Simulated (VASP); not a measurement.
# TiSi16 (a cell with a defect) in VASP: notebook

TiSi16 (a cell with a defect) is run at these levels: LDA; tasks: single point.

All numbers are computed with VASP 6.6.1; they aren't measurements. Logs are shortened: lines on timing, memory, paths and dates and some standing lists are left out, and cuts for length are marked.

**1. The cell of the first run**

The cell holds a defect, 17 atoms: a = 7.679 Å, b = 7.679 Å, c = 7.679 Å, α = 60.00°, β = 60.00°, γ = 60.00°.

**2. Single point, LDA**

INCAR

```
SYSTEM = TiSi16
PREC = Accurate ; ENCUT = 520
EDIFF = 1E-7 ; ISMEAR = 0
SIGMA = 0.02 ; LREAL = Auto
LASPH = .TRUE. ; NELM = 60
ALGO = Normal ; ISIF = 2
LWAVE = .FALSE. ; LCHARG = .FALSE.
GGA = CA ; NBANDS = 52
```

KPOINTS

```
Automatic mesh
0
G
  2 2 2
  0 0 0
```

POSCAR

```
TiSi16
1.0
    0.0000000000      5.4300000000      5.4300000000
    5.4300000000      0.0000000000      5.4300000000
    5.4300000000      5.4300000000      0.0000000000
Si Ti
16 1
Direct
    0.0091428177     -0.0009697053      0.0043494475
    0.1277800184      0.1306982505      0.1281516575
    0.0092365562     -0.0024669429      0.5026094843
    0.1440422652      0.1206908840      0.6240726519
    0.0003261510      0.5013806630      0.0072290976
    0.1253506446      0.6259394107      0.1281740331
    0.0050680479      0.5040562615      0.5028087477
    0.1241081952      0.6250531308      0.6367409761
    0.5017131676      0.0021122468      0.0053652855
    0.6266147330      0.1271620626      0.1367920810
    0.5086433702      0.0060669429      0.4999006446
    0.6262050645      0.1274667587      0.6236453959
    0.4982679558      0.5087885820      0.0052812155
    0.6297518416      0.6281790976      0.1283975138
    0.4962734807      0.5093445672      0.5026685083
    0.6205414365      0.6421931860      0.6249650092
    0.7559057090      0.2551044199      0.7515511971
```

Potentials or basis: VASP PAW LDA potentials, release 64 (Si, Ti_sv).

The run is started by

```sh
$ cat potpaw_LDA.64/Si/POTCAR potpaw_LDA.64/Ti_sv/POTCAR > POTCAR
$ mpirun -np 1 vasp_std > vasp.out
```

OUTCAR:

```text
SYSTEM = TiSi16
   PREC = Accurate
   ENCUT = 520
   EDIFF = 1E-7
   ISMEAR = 0
   LREAL = Auto
   LASPH = .TRUE.
   NELM = 60
   ISIF = 2
   GGA = CA

 ion  position               nearest neighbor table
   1  0.009  0.999  0.004-   6 2.34   2 2.35   4 2.38  10 2.40  17 2.75
   2  0.128  0.131  0.128-   5 2.32   9 2.34   1 2.35   3 2.35
   3  0.009  0.998  0.503-   8 2.34   2 2.35   4 2.38  12 2.40  17 2.75
   4  0.144  0.121  0.624-  11 2.29   3 2.38   1 2.38   7 2.40  17 2.43
   5  0.000  0.501  0.007-   8 2.32   6 2.32  14 2.32   2 2.32
   6  0.125  0.626  0.128-   5 2.32  13 2.34   1 2.34   7 2.35
   7  0.005  0.504  0.503-   8 2.35   6 2.35   4 2.40  16 2.41  17 2.70
   8  0.124  0.625  0.637-   5 2.32  15 2.33   3 2.34   7 2.35
   9  0.502  0.002  0.005-  14 2.34   2 2.34  10 2.39  12 2.39  17 2.75
  10  0.627  0.127  0.137-  11 2.28   9 2.39  13 2.39   1 2.40  17 2.42
  11  0.509  0.006  0.500-  12 2.27  10 2.28  16 2.28   4 2.29
  12  0.626  0.127  0.624-  11 2.27   9 2.39  15 2.39   3 2.40  17 2.42
  13  0.498  0.509  0.005-   6 2.34  14 2.35  16 2.39  10 2.39  17 2.76
  14  0.630  0.628  0.128-   5 2.32   9 2.34  13 2.35  15 2.35
  15  0.496  0.509  0.503-   8 2.33  14 2.35  16 2.38  12 2.39  17 2.76
  16  0.621  0.642  0.625-  11 2.28  15 2.38  13 2.39   7 2.41  17 2.43
  17  0.756  0.255  0.752-  10 2.42  12 2.42  16 2.43   4 2.43   7 2.70   1 2.75   3 2.75   9 2.75
                            13 2.76  15 2.76

  LATTYP: Found a face centered cubic cell.
 ALAT       =    10.8600000000

  Lattice vectors:

 A1 = (   0.0000000000,   5.4300000000,   5.4300000000)
 A2 = (   5.4300000000,   0.0000000000,   5.4300000000)
 A3 = (   5.4300000000,   5.4300000000,   0.0000000000)

Analysis of symmetry for initial positions (statically):
=====================================================================
 Subroutine PRICEL returns:
 Original cell was already a primitive cell.

 Routine SETGRP: Setting up the symmetry group for a
 face centered cubic supercell.

 Subroutine GETGRP returns: Found  1 space group operations
 (whereof  1 operations were pure point group operations)
 out of a pool of 48 trial point group operations.

The static configuration has the point symmetry C_1 .

Analysis of symmetry for dynamics (positions and initial velocities):
=====================================================================
 Subroutine PRICEL returns:
 Original cell was already a primitive cell.

 Routine SETGRP: Setting up the symmetry group for a
 face centered cubic supercell.

 Subroutine GETGRP returns: Found  1 space group operations
 (whereof  1 operations were pure point group operations)
 out of a pool of 48 trial point group operations.

The dynamic configuration has the point symmetry C_1 .

 Subroutine INISYM returns: Found  1 space group operations
 (whereof  1 operations are pure point group operations),
 and found     1 'primitive' translations

----------------------------------------------------------------------------------------

                                     Primitive cell

  volume of cell :     320.2060

  direct lattice vectors                    reciprocal lattice vectors
     0.000000000  5.430000000  5.430000000    -0.092081031  0.092081031  0.092081031
     5.430000000  0.000000000  5.430000000     0.092081031 -0.092081031  0.092081031
     5.430000000  5.430000000  0.000000000     0.092081031  0.092081031 -0.092081031

  length of vectors
     7.679179644  7.679179644  7.679179644     0.159489025  0.159489025  0.159489025

  position of ions in fractional coordinates (direct lattice)
     0.009142818  0.999030295  0.004349447
     0.127780018  0.130698250  0.128151657
     0.009236556  0.997533057  0.502609484
     0.144042265  0.120690884  0.624072652
     0.000326151  0.501380663  0.007229098
     0.125350645  0.625939411  0.128174033
[... 9 lines left out ...]
     0.620541436  0.642193186  0.624965009
     0.755905709  0.255104420  0.751551197

  ion indices of the primitive-cell ions
   primitive index   ion index
                 1           1
                 2           2
                 3           3
                 4           4
                 5           5
                 6           6
[... 9 lines left out ...]
                16          16
                17          17

----------------------------------------------------------------------------------------

 KPOINTS: Automatic mesh

Automatic generation of k-mesh.
 Grid dimensions read from file:
 generate k-points for:    2    2    2

 Generating k-lattice:

  Cartesian coordinates                     Fractional coordinates (reciprocal lattice)
    -0.046040516  0.046040516  0.046040516     0.500000000  0.000000000  0.000000000
     0.046040516 -0.046040516  0.046040516     0.000000000  0.500000000  0.000000000
     0.046040516  0.046040516 -0.046040516     0.000000000  0.000000000  0.500000000

  Length of vectors
     0.079744512  0.079744512  0.079744512

  Shift w.r.t. Gamma in fractional coordinates (k-lattice)
     0.000000000  0.000000000  0.000000000

 Subroutine IBZKPT returns following result:
 ===========================================

 Found      8 irreducible k-points:

 Following reciprocal coordinates:
            Coordinates               Weight
  0.000000  0.000000  0.000000      1.000000
  0.500000  0.000000  0.000000      1.000000
  0.000000  0.500000  0.000000      1.000000
  0.000000  0.000000  0.500000      1.000000
  0.500000  0.500000  0.500000      1.000000
  0.500000  0.500000  0.000000      1.000000
  0.000000  0.500000  0.500000      1.000000
  0.500000  0.000000  0.500000      1.000000
   k-points           NKPTS =      8   k-points in BZ     NKDIM =      8   number of bands    NBANDS=     52
   number of dos      NEDOS =    301   number of ions     NIONS =     17
   total plane-waves  NPLWV = 216000
   dimension x,y,z NGX =    60 NGY =   60 NGZ =   60
   dimension x,y,z NGXF=   120 NGYF=  120 NGZF=  120
   ions per type =              16   1
   NGX,Y,Z   is equivalent  to a cutoff of  12.99, 12.99, 12.99 a.u.
   NGXF,Y,Z  is equivalent  to a cutoff of  25.98, 25.98, 25.98 a.u.
 SYSTEM =  TiSi16
   PREC   = accura    normal or accurate (medium, high low for compatibility)
   ISTART =      0    job   : 0-new  1-cont  2-samecut
   ICHARG =      2    charge: 1-file 2-atom 10-const
   ISPIN  =      1    spin polarized calculation?
   LNONCOLLINEAR =      F non collinear calculations
   LSORBIT =      F    spin-orbit coupling
   LASPH  =      T    aspherical Exc in radial PAW
   ENCUT  =  520.0 eV  38.22 Ry    6.18 a.u.  14.28 14.28 14.28*2*pi/ulx,y,z
   NELM   =     60;   NELMIN=  2; NELMDL= -5     # of ELM steps
   EDIFF  = 0.1E-06   stopping-criterion for ELM
   LREAL  =      T    real-space projection
   EDIFFG = 0.1E-05   stopping-criterion for IOM
   NSW    =      0    number of steps for IOM
   IBRION =     -1    ionic relax: 0-MD 1-quasi-New 2-CG
   NFREE  =      0    steps in history (QN), initial steepest desc. (CG)
   ISIF   =      2    stress and relaxation
   ISYM   =      2    0-nonsym 1-usesym 2-fastsym
   POTIM  = 0.5000    time-step for ionic-motion
   TEBEG  =    0.0;   TEEND  =   0.0 temperature during run
   PSTRESS=    0.0 pullay stress
   NELECT =      76.0000    total number of electrons
   NUPDOWN=      -1.0000    fix difference up-down
   EMIN   =  10.00;   EMAX   =-10.00  energy-range for DOS
   EFERMI =   0.00;   METHOD = LEGACY
   ISMEAR =     0;   SIGMA  =   0.02  broadening in eV -4-tet -1-fermi 0-gaus
   EFERMI_NEDOS =   21; number of points for ismear=-14 and -15
   IALGO  =     38    algorithm
   IMIX   =      4    mixing-type and parameters
     AMIX     =   0.40;   BMIX     =  1.00
     AMIX_MAG =   1.60;   BMIX_MAG =  1.00
  volume/ion in A,a.u.               =      18.84       127.11
  Fermi-wavevector in a.u.,A,eV,Ry     =   1.013607  1.915439 13.978610  1.027399
  Thomas-Fermi vector in A             =   2.146786
   LORBIT       =      0    0 simple, 1 ext, 2 COOP (PROOUT), +10 PAW based schemes
   GGA     = CA    functional components
   LHFCALC =     F    Hartree Fock is set to
   AEXX    =    0.0000 exact exchange contribution
   IVDW    =     0    specifies the selected vdW correction
   LEPSILON=     F    determine dielectric tensor
   LRPA    =     F    only Hartree local field effects (RPA)
 non-spin polarized calculation
 Gauss-broadening in eV      SIGMA  =   0.02
  energy-cutoff  :      520.00
  volume of cell :      320.21
 maximum number of plane-waves:      8646
 NGX is ok and might be reduce to    60
   NGX = 29   NGY = 29   NGZ = 29

 number of electron      76.0000001 magnetization

 Free energy of the ion-electron system (eV)
  ---------------------------------------------------
  ext. energy  EPLUGINS =         0.00000000
  ---------------------------------------------------
  free energy    TOTEN  =      -102.03183821 eV

  energy without entropy =     -102.02837735  energy(sigma->0) =     -102.03010778

 E-fermi :   6.7945     XC(G=0):  -9.9273

 val. band max:        6.7868403595   @ k =   0.0000   0.0000   0.5000
 cond. band min:       6.7979379349   @ k =   0.5000   0.5000   0.5000
 fundamental gap:      0.0110975753
 Fermi energy:         6.7944594795

 k-point     1 :       0.0000    0.0000    0.0000
  band No.  band energies     occupation
      1     -49.2812      2.00000
      2     -26.0593      2.00000
      3     -26.0411      2.00000
      4     -26.0274      2.00000
      5      -5.7682      2.00000
      6      -3.5418      2.00000
[... 42 lines left out ...]
     49       8.0799      0.00000
     50       8.3546      0.00000

 k-point     2 :       0.5000    0.0000    0.0000
  band No.  band energies     occupation
      1     -49.2812      2.00000
      2     -26.0593      2.00000
      3     -26.0411      2.00000
      4     -26.0274      2.00000
      5      -5.0612      2.00000
      6      -4.8485      2.00000
[... 310 lines left out ...]
 k-point     8 :       0.5000    0.0000    0.5000
  band No.  band energies     occupation
      1     -49.2812      2.00000
      2     -26.0593      2.00000
      3     -26.0411      2.00000
      4     -26.0274      2.00000
      5      -4.7345      2.00000
      6      -4.6544      2.00000
[... 42 lines left out ...]
     49       9.7359      0.00000
     50      10.4092      0.00000
 [bands above 50 left out]

------------------------ aborting loop because EDIFF is reached ----------------------------------------

  FORCE on cell =-STRESS in cart. coord.  units (eV):
  Direction    XX          YY          ZZ          XY          YZ          ZX
  --------------------------------------------------------------------------------------
  -------------------------------------------------------------------------------------
  Total        0.1274043      0.1028729      0.5084582     -0.1895640      0.0629933      0.0860401
  in kB        0.6374778      0.5147329      2.5441125     -0.9484991      0.3151922      0.4305088
  external PRESSURE =       1.2321077 kB  Pullay stress =       0.0000000 kB

 VOLUME and BASIS-vectors are now :
 -----------------------------------------------------------------------------
  energy-cutoff  :      520.00
  volume of cell :      320.21
      direct lattice vectors                 reciprocal lattice vectors
     0.000000000  5.430000000  5.430000000    -0.092081031  0.092081031  0.092081031
     5.430000000  0.000000000  5.430000000     0.092081031 -0.092081031  0.092081031
     5.430000000  5.430000000  0.000000000     0.092081031  0.092081031 -0.092081031

 POSITION                                       TOTAL-FORCE (eV/Angst)
 -----------------------------------------------------------------------------------
      5.44835      0.07326      5.47438         0.012128     -0.004553      0.001539
      1.40556      1.38971      1.40354         0.008761      0.003303      0.003929
      8.14577      2.77932      5.46676        -0.004720     -0.026409      0.004109
      4.04407      4.17086      1.43750         0.002760      0.008680      0.017625
      2.76175      0.04102      2.72427        -0.010308     -0.004048      0.000748
      4.09484      1.37664      4.07951         0.006269      0.002904     -0.013955
[... 9 lines left out ...]
      6.88067      6.76310      6.85665         0.006361      0.003970      0.024045
      5.46614      8.18549      5.48978        -0.008360     -0.012457     -0.026191
 -----------------------------------------------------------------------------------
    total drift:                                0.001106     -0.006424     -0.011742

  FREE ENERGIE OF THE ION-ELECTRON SYSTEM (eV)
  ---------------------------------------------------
  free  energy   TOTEN  =      -102.0318382149 eV

  energy  without entropy=     -102.0283773461  energy(sigma->0) =     -102.03010778
```

It took 3 min on 1 thread of Intel Xeon 6975P-C (Granite Rapids), shared host; peak memory 0.37 GiB.

Results:

```
Free energy            : -102.0318 eV
Pressure               : 0.1 GPa
Largest force          : 0.030 eV/Å
Band gap on the k mesh : zero (bands 38 and 39 overlap by 0.37 eV)
```

Forces on the atoms (eV/Å):
```
Si   0.012 -0.005  0.002
Si   0.009  0.003  0.004
Si  -0.005 -0.026  0.004
Si   0.003  0.009  0.018
Si  -0.010 -0.004  0.001
Si   0.006  0.003 -0.014
Si   0.000 -0.008  0.012
Si   0.004 -0.001 -0.014
Si  -0.004 -0.001 -0.011
Si   0.007  0.020 -0.014
Si   0.008 -0.006 -0.017
Si  -0.005  0.009  0.004
Si  -0.006  0.008  0.009
Si   0.005  0.006  0.007
Si  -0.023  0.002  0.012
Si   0.006  0.004  0.024
Ti  -0.008 -0.012 -0.026
```

Caveat: the k points lie up to 0.50 Å⁻¹ apart.

**3. Single point, LDA**

INCAR

```
PREC = Accurate ; ENCUT = 520
EDIFF = 1E-7 ; ISMEAR = 0
SIGMA = 0.02 ; LREAL = Auto
LASPH = T ; NELM = 60
ALGO = Normal ; ISIF = 2
LWAVE = F ; LCHARG = F
NBANDS = 52
```

KPOINTS

```
Automatic mesh
0
Gamma
  2 2 2
```

POSCAR

```
TiSi16
1.0
    0.0000000000      5.4300000000      5.4300000000
    5.4300000000      0.0000000000      5.4300000000
    5.4300000000      5.4300000000      0.0000000000
Si Ti
16 1
Direct
   -0.0017718232      0.0021583794     -0.0009963168
    0.1226039595      0.1339737569      0.1243965930
   -0.0064046961      0.0121860958      0.4981262431
    0.1279041436      0.1339822284      0.6163153775
   -0.0014733886      0.5147021179     -0.0008102210
    0.1188653775      0.6397005525      0.1170373849
    0.0036902394      0.5133139963      0.4814626151
    0.1247000000      0.6381517495      0.6166040516
    0.4967157459      0.0121566298     -0.0045409761
    0.6161242173      0.1334581031      0.1291571823
    0.5004186924      0.0110087477      0.5014076427
    0.6231069982      0.1349616943      0.6249935543
    0.4828157459      0.5129067219      0.0035207182
    0.6166194291      0.6380785451      0.1254229282
    0.4984185083      0.5055076427      0.4989267956
    0.6204845304      0.6373228361      0.6197388582
    0.8700233886      0.3873086556      0.8694898711
```

Potentials or basis: VASP PAW LDA potentials, release 64 (Si, Ti_sv).

The run is started by

```sh
$ cat potpaw_LDA.64/Si/POTCAR potpaw_LDA.64/Ti_sv/POTCAR > POTCAR
$ mpirun -np 1 vasp_std > vasp.out
```

Wall time 2.1 min (1 thread of Intel Xeon 6975P-C (Granite Rapids), shared host); peak memory 0.38 GiB.

It converged, with:

```yaml
Free_energy: -102.0319 eV
Pressure: 0.1 GPa
Largest_force: 0.034 eV/Å
Band_gap_on_the_k_mesh: zero (bands 38 and 39 overlap by 0.38 eV)
```

Forces on the atoms (eV/Å):
```
Si   0.005 -0.007 -0.003
Si  -0.019  0.014  0.014
Si  -0.003  0.005 -0.002
Si  -0.011 -0.005 -0.010
Si   0.016 -0.019  0.023
Si   0.001  0.025 -0.007
Si   0.016 -0.003  0.015
Si  -0.001  0.012 -0.007
Si   0.004  0.003 -0.006
Si  -0.020 -0.016 -0.011
Si  -0.006 -0.009 -0.009
Si  -0.004 -0.003 -0.002
Si   0.016 -0.007 -0.002
Si  -0.006  0.003  0.005
Si   0.008 -0.008  0.000
Si   0.000 -0.001  0.002
Ti   0.003  0.016  0.001
```

Stress tensor (GPa, compression positive):
```
 0.07 -0.05 -0.07
-0.05  0.19 -0.07
-0.07 -0.07  0.08
```

Levels at points of the mesh, in eV from the Fermi level:
```
           k point  band 35  band 36  band 37  band 38  band 39  band 40  band 41  band 42
(0.00, 0.00, 0.00)    -0.94    -0.93    -0.40    -0.36    -0.33    -0.12    -0.08     0.23
(0.50, 0.00, 0.00)    -1.30    -1.28    -0.27     0.03     0.07     0.45     0.45     0.79
(0.00, 0.50, 0.00)    -1.30    -1.29    -0.29     0.01     0.07     0.45     0.47     0.83
(0.00, 0.00, 0.50)    -1.30    -1.29    -0.26     0.04     0.07     0.45     0.45     0.78
(0.50, 0.50, 0.50)    -1.29    -1.29    -0.29    -0.01     0.06     0.45     0.46     0.83
(0.50, 0.50, 0.00)    -1.93    -1.81    -0.71    -0.03     0.57     0.58     1.09     1.35
(0.00, 0.50, 0.50)    -1.93    -1.81    -0.70    -0.03     0.57     0.58     1.09     1.35
(0.50, 0.00, 0.50)    -1.92    -1.82    -0.71    -0.03     0.56     0.61     1.09     1.34
```

Caveat: the k points lie up to 0.50 Å⁻¹ apart.
